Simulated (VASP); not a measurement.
**Ta: relaxation of cell and atoms with PBE**

Ta:

```xyz
1
Lattice="-1.6513 1.6513 1.6513 1.6513 -1.6513 1.6513 1.6513 1.6513 -1.6513" Properties=species:S:1:pos:R:3 pbc="T T T"
Ta    0.0000    0.0000    0.0000
```

```json
{
  "Program": "VASP 6.6.1",
  "Task": "relaxation of cell and atoms",
  "Functional": "PBE",
  "Potentials or basis": "VASP PAW PBE potentials, release 64 (Ta_pv)",
  "Cutoff": "600 eV",
  "k mesh": "14 × 14 × 14",
  "Occupations": "fermi-dirac, width 0.05 eV",
  "Spin": "no spin polarisation",
  "Dipole correction": "no",
  "Further INCAR settings": "ALGO = Normal; EDIFF = 1e-06; IBRION = 2; EDIFFG = -0.005; NSW = 100; ISIF = 3"
}
```

- Relaxed volume: 18.29 Å³/atom
- Relaxed cell: a = 2.875 Å, b = 2.875 Å, c = 2.875 Å, α = 109.47°, β = 109.47°, γ = 109.47°
- Space group after relaxing (to 0.1 Å): Im-3m (No. 229)
- Energy gained by relaxing: 2.7 meV/atom
- Ionic steps: 3
- Pressure after relaxing: 0.0 GPa
- Band gap on the k mesh: zero (an odd number of electrons rules out a gap without spin polarisation)

The path:
```
step  energy change (eV)  largest force (eV/Å)  pressure (GPa)  volume (Å³)
   1              0.0000                0.0000            3.21        18.01
   2              0.0123                0.0000           -6.86        18.97
   3             -0.0027                0.0000           -0.02        18.29
```

Final structure:
```
Ta
1.0
    -1.65982    1.65982    1.65982
     1.65982   -1.65982    1.65982
     1.65982    1.65982   -1.65982
Ta
1
Direct
  0.00000 0.00000 0.00000
```

Levels at points of the mesh, in eV from the Fermi level:
| k point | band 3 | band 4 | band 5 | band 6 | band 7 | band 8 |
| --- | --- | --- | --- | --- | --- | --- |
| (0.00, 0.00, 0.00) | -33.14 | -7.86 | 0.73 | 0.73 | 0.73 | 3.95 |
| (0.50, 0.00, 0.00) | -33.14 | -4.31 | -1.50 | 1.52 | 3.82 | 4.83 |
| (0.50, 0.50, 0.50) | -33.91 | -3.71 | -3.71 | 6.71 | 6.71 | 6.71 |

Run time: 37 s on 1 thread of Intel Xeon 8259CL, on a shared host, peak memory 0.16 GiB.

Caveat: spin-orbit coupling is left out, which moves the levels of the heavy elements. Zero-point motion and thermal expansion aren't in these numbers.
